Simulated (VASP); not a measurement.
A run of VASP 6.6.1 is set up as follows.

INCAR

```
SYSTEM = MgB2
PREC = Accurate
ENCUT = 520
EDIFF = 1E-8
ISMEAR = -1
SIGMA = 0.05
LREAL = .FALSE.
LASPH = .TRUE.
NELM = 100
ALGO = Normal
ISIF = 2
LWAVE = .FALSE.
LCHARG = .FALSE.
GGA = PE
LEFG = .TRUE.
NBANDS = 11
```

Contents of KPOINTS:

```
regular mesh
0
G
  10 10 8
  0 0 0
```

POSCAR

```
MgB2
1.0
    3.0850000000      0.0000000000      0.0000000000
   -1.5425000000      2.6716883707      0.0000000000
    0.0000000000      0.0000000000      3.5230000000
Mg B
1 2
Direct
    0.0000000000      0.0000000000      0.0000000000
    0.6666666667      0.3333333333      0.5000000000
    0.3333333333      0.6666666667      0.5000000000
```

Potentials or basis: VASP PAW PBE potentials, release 64 (Mg, B).

Command:

```bash
$ cat potpaw_PBE.64/Mg/POTCAR potpaw_PBE.64/B/POTCAR > POTCAR
$ mpirun -np 1 vasp_std > vasp.out
```

Question: Estimate the band gap on the k mesh.

Answer: Zero (band 4 reaches 6.39 eV, above the bottom of band 5 at 3.94 eV).

Question: Predict the pressure.

Answer: -1.2 GPa.

Stress tensor (GPa, compression positive):
```
-1.11  0.00  0.00
 0.00 -1.11  0.00
 0.00  0.00 -1.27
```

Caveat: without QUAD_EFG the Cq values of the log hold for a quadrupole moment of 1 mb, not for the nuclei.
